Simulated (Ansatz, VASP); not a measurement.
## Two plane-wave programs on Au

Contents of INCAR:

```
SYSTEM = Au
PREC = Accurate
ENCUT = 520
EDIFF = 1E-6
ISMEAR = 0
SIGMA = 0.1
LREAL = .FALSE.
LASPH = .TRUE.
NELM = 60
ALGO = Normal
ISIF = 2
LWAVE = .FALSE.
LCHARG = .TRUE.
GGA = PE
LELF = .TRUE.
LVHAR = .TRUE.
NBANDS = 30
```

KPOINTS

```
regular mesh
0
G
  4 6 4
  0 0 0
```

File POSCAR:

```
Au
1.0
    4.7044387500      0.0000000000      0.0000000000
    0.0000000000      2.8727723500      0.0000000000
    0.0000000000      0.0000000000      5.1108786800
Au
4
Direct
    0.2500000000      0.0000000000      0.1705165500
    0.7500000000      0.0000000000      0.8294834500
    0.2500000000      0.5000000000      0.6804687400
    0.7500000000      0.5000000000      0.3195312600
```

Input for Ansatz:

```yaml
crystal:
  lattice:
    - [4.70443875, 0.0, 0.0]
    - [0.0, 2.87277235, 0.0]
    - [0.0, 0.0, 5.11087868]
  atoms:
    - { symbol: Au, position: [0.25, 0.0, 0.17051655] }
    - { symbol: Au, position: [0.75, 0.0, 0.82948345] }
    - { symbol: Au, position: [0.25, 0.5, 0.68046874] }
    - { symbol: Au, position: [0.75, 0.5, 0.31953126] }
basis:
  ecutwfc: 420
kpoints:
  mp_grid: { grid: [4, 6, 4] }
hamiltonian:
  xc: pbe
scf:
  occupations: { method: gaussian, width: 0.1 }
  lower_state_search: "off"
output:
  forces: true
  stress: true
  eigenvalues: true
```

Alike in both runs: task single point; functional PBE; k mesh 4 × 6 × 4; occupations gaussian, width 0.1 eV; no spin polarisation.

|  | VASP | Ansatz |
| --- | --- | --- |
| version | VASP 6.6.1 | Ansatz 0.2.0 |
| potentials or method | VASP PAW PBE potentials, release 64 (Au), cutoff 520 eV | scalar-relativistic, plane waves, PAW |
| valence electrons in the cell | 44 | 76 |

Ansatz gave:

| Quantity | Value |
| --- | --- |
| gap on the k mesh at the Fermi level (eV) | none |
| pressure (GPa) | 7.2 |
| traceless stress, the component that is largest in VASP (GPa) | -3.76 |
| rms of the force components (eV/Å) | 0.193 |

Task: Estimate VASP's values.

Result: gap on the k mesh at the Fermi level (eV): none; pressure (GPa): 6.9; traceless stress, the component that is largest in VASP (GPa): -3.76; rms of the force components (eV/Å): 0.191.

Atom by atom the forces differ by 0.002 eV/Å (rms over components). A gap of «none» marks a metal or a gap that the smearing closes. The functional is the same, so the differences come from potentials, cutoffs and numerics. VASP's potentials hold 44 valence electrons a cell and Ansatz's 76, so a difference there can come from the potentials and not from the codes.

The k mesh is coarse, so the values compare programs but aren't converged. Spin-orbit coupling is off throughout.
